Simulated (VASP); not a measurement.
Here is a VASP 6.6.1 calculation.

The input INCAR:

```
PREC = Accurate
ENCUT = 600
EDIFF = 1E-6
ISMEAR = 0
SIGMA = 0.1
LREAL = False
LASPH = True
NELM = 60
ALGO = Normal
ISIF = 3
LWAVE = False
LCHARG = False
GGA = PE
IBRION = 2
NSW = 90
EDIFFG = -0.04
```

The input KPOINTS:

```
Automatic mesh
0
Gamma
  6 6 4
```

POSCAR

```
C
1.0
    4.1103326100      0.0000000000      0.0000000000
   -2.0551663000      3.5596524600      0.0000000000
    0.0000000000      0.0000000000      4.4064807300
C
12
Direct
    0.0818387400      0.7224022000      0.9371510000
    0.2775978000      0.3594365400      0.6038176600
    0.6405634600      0.9181612600      0.2704843300
    0.9181612600      0.2775978000      0.4371510000
    0.7224022000      0.6405634600      0.1038176600
    0.3594365400      0.0818387400      0.7704843300
    0.0818387400      0.3594365400      0.8961823400
    0.6405634600      0.7224022000      0.5628490000
    0.2775978000      0.9181612600      0.2295156700
    0.9181612600      0.6405634600      0.3961823400
    0.3594365400      0.2775978000      0.0628490000
    0.7224022000      0.0818387400      0.7295156700
```

Potentials or basis: VASP PAW PBE potentials, release 64 (C).

Command:

```bash
$ cat potpaw_PBE.64/C/POTCAR > POTCAR
$ mpirun -np 1 vasp_std > vasp.out
```

Problem. Predict the relaxed cell.

Solution. a = 4.158 Å, b = 4.158 Å, c = 4.991 Å, α = 90.00°, β = 90.00°, γ = 120.00°.

Problem. Predict the relaxed volume.

Solution. 6.23 Å³/atom.

Final structure:
```
C
1.0
     4.15785    0.00000    0.00000
    -2.07892    3.60080    0.00000
     0.00000    0.00000    4.99080
C
12
Direct
  0.08386 0.71853 0.95230
  0.28147 0.36533 0.61897
  0.63467 0.91614 0.28564
  0.91614 0.28147 0.45230
  0.71853 0.63467 0.11897
  0.36533 0.08386 0.78564
  0.08386 0.36533 0.88103
  0.63467 0.71853 0.54770
  0.28147 0.91614 0.21436
  0.91614 0.63467 0.38103
  0.36533 0.28147 0.04770
  0.71853 0.08386 0.71436
```

Caveat: the volume moved by over 15 % at a fixed basis, so the end points are rough.
